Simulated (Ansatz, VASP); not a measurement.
Si: VASP beside Ansatz

```xyz
2
Lattice="2.8360 0.0000 0.0000 -1.4180 2.4560 0.0000 0.0000 0.0000 4.5943" Properties=species:S:1:pos:R:3 pbc="T T T"
Si   -0.1276    1.5637    0.9418
Si    1.5456    0.8924    3.6524
```

Change from the starting cell: shortest bond scaled by 0.82, PAW files.

Alike in both runs: task electric field gradients; functional r2SCAN; k mesh 12 × 12 × 7; occupations fermi-dirac, width 0.05 eV; no spin polarisation.

|  | VASP | Ansatz |
| --- | --- | --- |
| version | VASP 6.6.1 | Ansatz 0.2.0 |
| potentials or method | VASP PAW PBE potentials, release 64 (Si) | PAW with Ansatz's default frozen-core files, scalar-relativistic |
| plane-wave cutoff (eV) | 520 | 500 |
| valence electrons in the cell | 8 | 8 |

```csv
,VASP,Ansatz,Ansatz less VASP
pressure (GPa),-0.9,-0.9,-0.02
"traceless stress, the component that is largest in VASP (GPa)",5.49,5.51,+0.020
rms of the force components (eV/Å),0.840,0.852,+0.0117
size of Vzz on the site where it differs most (V/Å²),27.7,26.5,-1.23
```

VASP's potentials were made for PBE, not for r2SCAN. Atom by atom the forces differ by 0.012 eV/Å (rms over components).
